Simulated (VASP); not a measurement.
# Mg12O (a cell with a defect) in VASP: further runs

The runs below take Mg12O (a cell with a defect) through single point, with PBE.

Program: VASP 6.6.1. These are calculated values, not measurements. Logs are shortened: lines on timing, memory, paths and dates and some standing lists are left out, and cuts for length are marked.

## 1. The cell of the first run

The cell holds a defect, 13 atoms: a = 6.420 Å, b = 9.630 Å, c = 5.213 Å, α = 90.00°, β = 90.00°, γ = 120.00°.

## 2. Single point, PBE

The input, INCAR:

```
ALGO     = Normal         # electronic algorithm
EDIFF    = 1E-6           # SCF threshold, eV
ENCUT    = 520            # plane-wave cutoff, eV
GGA      = PE             # functional
ISIF     = 2              # what is computed and relaxed
ISMEAR   = -1             # smearing method
LASPH    = T              # aspherical terms in the spheres
LCHARG   = F              # write CHGCAR
LREAL    = F              # projectors in reciprocal space
LWAVE    = F              # write WAVECAR
NBANDS   = 27             # bands
NELM     = 60             # most SCF steps
PREC     = Accurate       # precision mode
SIGMA    = 0.15           # smearing width, eV
```

The input, KPOINTS:

```
k-points
0
Gamma
  3 2 3
```

The input, POSCAR:

```
Mg12O
1.0
    6.4200000000      0.0000000000      0.0000000000
   -4.8150000000      8.3398250000      0.0000000000
    0.0000000000      0.0000000000      5.2130400000
Mg O
12 1
Direct
    0.0051175300     -0.0084414241      0.0317473106
    0.1225899234      0.1955196902      0.4884673818
    0.0706047486      0.3589164041      0.0650484170
    0.1816479450      0.5460186515      0.5641238126
    0.0521454767      0.6804099606      0.0659883676
    0.2083497803      0.9008942034      0.6248369473
    0.5461289559      0.0058874137      0.0396889339
    0.6543808508      0.2391536993      0.5290962663
    0.4840297429      0.3016969781      0.0257239538
    0.6298813336      0.5040993066      0.6133273483
    0.4700377052      0.6887314782      0.0656238970
    0.7064685145      0.8952705842      0.4725265872
    0.4058636188      0.8189500379      0.7601706490
```

Potentials or basis: VASP PAW PBE potentials, release 64 (Mg, O).

On the command line:

```console
$ cat potpaw_PBE.64/Mg/POTCAR potpaw_PBE.64/O/POTCAR > POTCAR
$ mpirun -np 1 vasp_std > vasp.out
```

OUTCAR:

```text
EDIFF = 1E-6
   ENCUT = 520
   GGA = PE
   ISIF = 2
   ISMEAR = -1
   LASPH = T
   LREAL = F
   NELM = 60
   PREC = Accurate

 ion  position               nearest neighbor table
   1  0.005  0.992  0.032-  12 2.84   6 2.85   2 2.93   7 3.02   9 3.03   5 3.16  11 3.21   2 3.31
                             3 3.35  12 3.36   7 3.41   6 3.63
   2  0.123  0.196  0.488-  12 2.79   3 2.83   1 2.93   9 3.14  10 3.19   4 3.23   6 3.23   8 3.23
                             8 3.24   1 3.31   9 3.45   3 3.49
   3  0.071  0.359  0.065-   2 2.83  11 2.92   9 2.98   4 3.04   4 3.05   5 3.16   1 3.35   8 3.35
                             7 3.39   2 3.49   9 3.53   8 3.63
   4  0.182  0.546  0.564-  13 2.50   3 3.04   3 3.05  11 3.09  11 3.10  10 3.11   5 3.19   8 3.20
                             5 3.21   2 3.23   6 3.35  10 3.37  12 3.40
   5  0.052  0.680  0.066-  13 2.54  11 2.64   6 2.95   7 3.16   3 3.16   1 3.16   4 3.19   4 3.21
                            10 3.35   6 3.45   9 3.65
   6  0.208  0.901  0.625-  13 1.93   1 2.85   7 2.87   5 2.95   8 3.12   2 3.23  12 3.29  12 3.32
                             4 3.35   5 3.45   7 3.58   1 3.63
   7  0.546  0.006  0.040-  13 2.13  11 2.84   6 2.87  12 2.90   1 3.02   9 3.07   5 3.16   8 3.24
                             8 3.32   3 3.39   1 3.41  12 3.47   6 3.58
   8  0.654  0.239  0.529-  10 2.67   9 2.99   9 3.02   6 3.12   4 3.20   2 3.23   7 3.24   2 3.24
                             7 3.32   3 3.35  12 3.50   3 3.63
   9  0.484  0.302  0.026-  10 2.73   3 2.98   8 2.99   8 3.02   1 3.03   7 3.07   2 3.14   2 3.45
                            10 3.50   3 3.53   5 3.65
  10  0.630  0.504  0.613-   8 2.67   9 2.73   4 3.11   2 3.19   5 3.35   4 3.37  11 3.41   9 3.50
                            12 3.62
  11  0.470  0.689  0.066-  13 2.19   5 2.64  12 2.78   7 2.84   3 2.92   4 3.09   4 3.10   1 3.21
                            10 3.41  12 3.58
  12  0.706  0.895  0.473-  13 2.26  11 2.78   2 2.79   1 2.84   7 2.90   6 3.29   6 3.32   1 3.36
                             4 3.40   7 3.47   8 3.50  11 3.58  10 3.62
  13  0.406  0.819  0.760-   6 1.93   7 2.13  11 2.19  12 2.26   4 2.50   5 2.54

  LATTYP: Found a simple monoclinic cell.
 ALAT       =     6.4200000000
 B/A-ratio  =     0.8120000000
 C/A-ratio  =     1.3228757108
 COS(beta)  =    -0.1889822286

  Lattice vectors:

 A1 = (   6.4200000000,   0.0000000000,   0.0000000000)
 A2 = (   0.0000000000,   0.0000000000,   5.2130400000)
 A3 = (  -1.6050000000,  -8.3398250000,   0.0000000000)

Analysis of symmetry for initial positions (statically):
=====================================================================
 Subroutine PRICEL returns:
 Original cell was already a primitive cell.

 Routine SETGRP: Setting up the symmetry group for a
 simple monoclinic supercell.

 Subroutine GETGRP returns: Found  1 space group operations
 (whereof  1 operations were pure point group operations)
 out of a pool of  4 trial point group operations.

The static configuration has the point symmetry C_1 .

Analysis of symmetry for dynamics (positions and initial velocities):
=====================================================================
 Subroutine PRICEL returns:
 Original cell was already a primitive cell.

 Routine SETGRP: Setting up the symmetry group for a
 simple monoclinic supercell.

 Subroutine GETGRP returns: Found  1 space group operations
 (whereof  1 operations were pure point group operations)
 out of a pool of  4 trial point group operations.

The dynamic configuration has the point symmetry C_1 .

 Subroutine INISYM returns: Found  1 space group operations
 (whereof  1 operations are pure point group operations),
 and found     1 'primitive' translations

----------------------------------------------------------------------------------------

                                     Primitive cell

  volume of cell :     279.1149

  direct lattice vectors                    reciprocal lattice vectors
     6.420000000  0.000000000  0.000000000     0.155763240  0.089929945  0.000000000
    -4.815000000  8.339825000  0.000000000     0.000000000  0.119906593  0.000000000
     0.000000000  0.000000000  5.213040000     0.000000000  0.000000000  0.191826650

  length of vectors
     6.420000000  9.630000313  5.213040000     0.179859895  0.119906593  0.191826650

  position of ions in fractional coordinates (direct lattice)
     0.005117530  0.991558576  0.031747311
     0.122589923  0.195519690  0.488467382
     0.070604749  0.358916404  0.065048417
     0.181647945  0.546018651  0.564123813
     0.052145477  0.680409961  0.065988368
     0.208349780  0.900894203  0.624836947
     0.546128956  0.005887414  0.039688934
[... 45 lines left out ...]
|                                                                             |
|           W    W    AA    RRRRR   N    N  II  N    N   GGGG   !!!           |
|           W    W   A  A   R    R  NN   N  II  NN   N  G    G  !!!           |
|           W    W  A    A  R    R  N N  N  II  N N  N  G       !!!           |
|           W WW W  AAAAAA  RRRRR   N  N N  II  N  N N  G  GGG   !            |
|           WW  WW  A    A  R   R   N   NN  II  N   NN  G    G                |
|           W    W  A    A  R    R  N    N  II  N    N   GGGG   !!!           |
|                                                                             |
|     Your reciprocal lattice and k-lattice belong to different lattice       |
|     classes:                                                                |
|                                                                             |
|        The reciprocal lattice is simple monoclinic,                         |
|        whereas your k-lattice is hexagonal.                                 |
|                                                                             |
|     Results are often still useful ...                                      |
|                                                                             |
 -----------------------------------------------------------------------------

 Subroutine IBZKPT returns following result:
 ===========================================

 Found     10 irreducible k-points:

 Following reciprocal coordinates:
            Coordinates               Weight
  0.000000  0.000000  0.000000      1.000000
  0.333333  0.000000  0.000000      2.000000
  0.000000  0.500000  0.000000      1.000000
  0.333333  0.500000  0.000000      2.000000
  0.000000  0.000000  0.333333      2.000000
  0.333333  0.000000  0.333333      2.000000
 -0.333333  0.000000  0.333333      2.000000
  0.000000  0.500000  0.333333      2.000000
  0.333333  0.500000  0.333333      2.000000
 -0.333333  0.500000  0.333333      2.000000
   k-points           NKPTS =     10   k-points in BZ     NKDIM =     10   number of bands    NBANDS=     27
   number of dos      NEDOS =    301   number of ions     NIONS =     13
   total plane-waves  NPLWV = 138240
   dimension x,y,z NGX =    48 NGY =   72 NGZ =   40
   dimension x,y,z NGXF=    96 NGYF=  144 NGZF=   80
   ions per type =              12   1
   NGX,Y,Z   is equivalent  to a cutoff of  12.43, 12.43, 12.76 a.u.
   NGXF,Y,Z  is equivalent  to a cutoff of  24.86, 24.86, 25.51 a.u.
 SYSTEM =  unknown system
   PREC   = accura    normal or accurate (medium, high low for compatibility)
   ISTART =      0    job   : 0-new  1-cont  2-samecut
   ICHARG =      2    charge: 1-file 2-atom 10-const
   ISPIN  =      1    spin polarized calculation?
   LNONCOLLINEAR =      F non collinear calculations
   LSORBIT =      F    spin-orbit coupling
   LASPH  =      T    aspherical Exc in radial PAW
   ENCUT  =  520.0 eV  38.22 Ry    6.18 a.u.  11.94 17.91  9.69*2*pi/ulx,y,z
   NELM   =     60;   NELMIN=  2; NELMDL= -5     # of ELM steps
   EDIFF  = 0.1E-05   stopping-criterion for ELM
   LREAL  =      F    real-space projection
   EDIFFG = 0.1E-04   stopping-criterion for IOM
   NSW    =      0    number of steps for IOM
   IBRION =     -1    ionic relax: 0-MD 1-quasi-New 2-CG
   NFREE  =      0    steps in history (QN), initial steepest desc. (CG)
   ISIF   =      2    stress and relaxation
   ISYM   =      2    0-nonsym 1-usesym 2-fastsym
   POTIM  = 0.5000    time-step for ionic-motion
   TEBEG  =    0.0;   TEEND  =   0.0 temperature during run
   PSTRESS=    0.0 pullay stress
   NELECT =      30.0000    total number of electrons
   NUPDOWN=      -1.0000    fix difference up-down
   EMIN   =  10.00;   EMAX   =-10.00  energy-range for DOS
   EFERMI =   0.00;   METHOD = LEGACY
   ISMEAR =    -1;   SIGMA  =   0.15  broadening in eV -4-tet -1-fermi 0-gaus
   EFERMI_NEDOS =   21; number of points for ismear=-14 and -15
   IALGO  =     38    algorithm
   IMIX   =      4    mixing-type and parameters
     AMIX     =   0.40;   BMIX     =  1.00
     AMIX_MAG =   1.60;   BMIX_MAG =  1.00
  volume/ion in A,a.u.               =      21.47       144.89
  Fermi-wavevector in a.u.,A,eV,Ry     =   0.778373  1.470911  8.243280  0.605864
  Thomas-Fermi vector in A             =   1.881255
   LORBIT       =      0    0 simple, 1 ext, 2 COOP (PROOUT), +10 PAW based schemes
   GGA     = PE    functional components
   LHFCALC =     F    Hartree Fock is set to
   AEXX    =    0.0000 exact exchange contribution
   IVDW    =     0    specifies the selected vdW correction
   LEPSILON=     F    determine dielectric tensor
   LRPA    =     F    only Hartree local field effects (RPA)
 non-spin polarized calculation
  energy-cutoff  :      520.00
  volume of cell :      279.11
 maximum number of plane-waves:      7549
   NGX = 23   NGY = 35   NGZ = 19

 number of electron      30.0000001 magnetization

 Free energy of the ion-electron system (eV)
  ---------------------------------------------------
  ext. energy  EPLUGINS =         0.00000000
  ---------------------------------------------------
  free energy    TOTEN  =       -24.90961938 eV

  energy without entropy =      -24.50052178  energy(sigma->0) =      -24.70507058

 E-fermi :   2.7593     XC(G=0):  -8.5535

 val. band max:        2.7500047929   @ k =  -0.3333   0.0000   0.3333
 cond. band min:       2.7874088423   @ k =   0.3333   0.5000   0.0000
 fundamental gap:      0.0374040495
 Fermi energy:         2.7593366976

 k-point     1 :       0.0000    0.0000    0.0000
  band No.  band energies     occupation
      1     -16.1833      2.00000
      2      -3.9136      2.00000
      3      -3.0639      2.00000
      4      -2.6958      2.00000
      5      -2.5148      2.00000
      6      -1.6477      2.00000
[... 289 lines left out ...]
     26       6.8311      0.00000
     27       6.9612      0.00000

------------------------ aborting loop because EDIFF is reached ----------------------------------------

  FORCE on cell =-STRESS in cart. coord.  units (eV):
  Direction    XX          YY          ZZ          XY          YZ          ZX
  --------------------------------------------------------------------------------------
  -------------------------------------------------------------------------------------
  Total        2.7018959      3.3983586      5.1906483     -1.6067724     -0.8621451      1.0769504
  in kB       15.5094422     19.5072823     29.7953962     -9.2232061     -4.9488914      6.1819180
  external PRESSURE =      21.6040403 kB  Pullay stress =       0.0000000 kB

 VOLUME and BASIS-vectors are now :
 -----------------------------------------------------------------------------
  energy-cutoff  :      520.00
  volume of cell :      279.11
      direct lattice vectors                 reciprocal lattice vectors
     6.420000000  0.000000000  0.000000000     0.155763240  0.089929945  0.000000000
    -4.815000000  8.339825000  0.000000000     0.000000000  0.119906593  0.000000000
     0.000000000  0.000000000  5.213040000     0.000000000  0.000000000  0.191826650

 POSITION                                       TOTAL-FORCE (eV/Angst)
 -----------------------------------------------------------------------------------
     -4.74150      8.26943      0.16550         0.237392      0.159132     -0.179229
     -0.15440      1.63060      2.54640         0.500903      0.480918      0.901646
     -1.27490      2.99330      0.33910        -0.549817     -0.340967     -0.588489
     -1.46290      4.55370      2.94080        -0.142124      0.489229      0.081299
     -2.94140      5.67450      0.34400        -1.257286     -0.354607      0.192943
     -3.00020      7.51330      3.25730        -0.498248      0.010495     -1.361559
      3.47780      0.04910      0.20690        -0.187156      0.438305     -0.260695
      3.04960      1.99450      2.75820         0.810403     -0.662414     -0.057396
      1.65480      2.51610      0.13410         0.077365     -0.056919      0.489249
      1.61660      4.20410      3.19730        -0.432431      1.445976     -0.610945
     -0.29860      5.74390      0.34210         1.386339     -0.346935     -0.900012
      0.22480      7.46640      2.46330        -0.610996     -0.691337      1.665972
     -1.33760      6.82990      3.96280         0.665655     -0.570875      0.627215
 -----------------------------------------------------------------------------------
    total drift:                                0.000002     -0.000050     -0.000277

  FREE ENERGIE OF THE ION-ELECTRON SYSTEM (eV)
  ---------------------------------------------------
  free  energy   TOTEN  =       -24.9096193772 eV

  energy  without entropy=      -24.5005217768  energy(sigma->0) =      -24.70507058
```

Run time: 61 s. Hardware: 1 thread of Intel Xeon Platinum 8488C (Sapphire Rapids), shared host; peak memory 0.35 GiB.

Results:

* Free energy: -24.9096 eV
* Pressure: 2.2 GPa
* Largest force: 1.904 eV/Å
* Band gap on the k mesh: zero (band 15 reaches 2.99 eV, above the bottom of band 16 at 2.40 eV)

Forces in eV/Å, atoms in the order of the input:
```
Mg   0.237  0.159 -0.179
Mg   0.501  0.481  0.902
Mg  -0.550 -0.341 -0.588
Mg  -0.142  0.489  0.081
Mg  -1.257 -0.355  0.193
Mg  -0.498  0.010 -1.362
Mg  -0.187  0.438 -0.261
Mg   0.810 -0.662 -0.057
Mg   0.077 -0.057  0.489
Mg  -0.432  1.446 -0.611
Mg   1.386 -0.347 -0.900
Mg  -0.611 -0.691  1.666
O    0.666 -0.571  0.627
```

Levels at points of the mesh, in eV from the Fermi level:
| k point | band 12 | band 13 | band 14 | band 15 | band 16 | band 17 | band 18 | band 19 |
| --- | --- | --- | --- | --- | --- | --- | --- | --- |
| (0.00, 0.00, 0.00) | -1.24 | -0.86 | -0.25 | 0.23 | 0.35 | 0.74 | 1.20 | 1.28 |
| (0.00, 0.50, 0.00) | -1.32 | -0.98 | -0.83 | -0.26 | 0.10 | 0.26 | 0.51 | 1.69 |

Caveat: the k points lie up to 0.40 Å⁻¹ apart.

## 3. Single point, PBE

The input, INCAR:

```
PREC     = Accurate       # precision mode
ENCUT    = 520            # plane-wave cutoff, eV
EDIFF    = 1E-6           # SCF threshold, eV
ISMEAR   = -1             # smearing method
SIGMA    = 0.15           # smearing width, eV
LREAL    = F              # projectors in reciprocal space
LASPH    = T              # aspherical terms in the spheres
NELM     = 60             # most SCF steps
ALGO     = Normal         # electronic algorithm
ISIF     = 2              # what is computed and relaxed
LWAVE    = F              # write WAVECAR
LCHARG   = F              # write CHGCAR
GGA      = PE             # functional
NBANDS   = 27             # bands
```

The input, KPOINTS:

```
regular mesh
0
Gamma
  3 2 3
```

The input, POSCAR:

```
Mg12O
1.0
    6.4200000000      0.0000000000      0.0000000000
   -4.8150000000      8.3398250000      0.0000000000
    0.0000000000      0.0000000000      5.2130400000
Mg O
12 1
Direct
   -0.0007441356     -0.0001199066     -0.0102819084
    0.2198654005      0.2411081767      0.6244341114
    0.0605309234      0.3478730069      0.0985221675
    0.1173060491      0.5552034965      0.6354833264
    0.0101215150      0.7004943149      0.0792435892
    0.2508473304      0.9018774375      0.5075541335
    0.5872362778     -0.0153360532      0.0888732870
    0.6390784942      0.1952199237      0.5470704234
    0.5952202865      0.3581130299      0.0309991867
    0.6890493440      0.5076005791      0.5521346470
    0.4399698763      0.6830958683      0.1164963246
    0.7899448925      0.8863855057      0.5489886899
    0.3198161500      0.7947289062      0.8167211454
```

Potentials or basis: VASP PAW PBE potentials, release 64 (Mg, O).

On the command line:

```console
$ cat potpaw_PBE.64/Mg/POTCAR potpaw_PBE.64/O/POTCAR > POTCAR
$ mpirun -np 1 vasp_std > vasp.out
```

It took 69 s on 1 thread of Intel Xeon Platinum 8488C (Sapphire Rapids), shared host; peak memory 0.35 GiB.

Results (log left out):

- Free energy: -23.9354 eV
- Pressure: 2.8 GPa
- Largest force: 2.153 eV/Å
- Band gap on the k mesh: zero (band 15 reaches 2.85 eV, above the bottom of band 16 at 2.37 eV)

Forces on the atoms (eV/Å):
```
Mg   1.504  0.586  1.332
Mg  -0.529 -0.094 -0.755
Mg   0.038 -0.372  0.313
Mg   1.527  0.522 -0.100
Mg  -0.232 -0.116 -0.555
Mg   0.028 -0.696  1.069
Mg  -1.606  1.066 -0.957
Mg   0.976  0.621  0.141
Mg  -0.317 -0.477  0.518
Mg  -1.516  1.005 -0.569
Mg   0.879 -0.830 -0.431
Mg  -0.914 -0.534 -0.822
O    0.163 -0.681  0.817
```

Stress tensor (GPa, compression positive):
```
 2.39  0.76 -0.03
 0.76  3.14  0.15
-0.03  0.15  2.88
```

Levels at points of the mesh, in eV from the Fermi level:
```tsv
k point	band 13	band 14	band 15	band 16	band 17	band 18
(0.00, 0.00, 0.00)	-0.76	-0.26	0.12	0.24	0.53	1.02
(0.00, 0.50, 0.00)	-0.86	-0.63	-0.27	0.04	0.19	0.49
```

Caveat: the k points lie up to 0.40 Å⁻¹ apart.
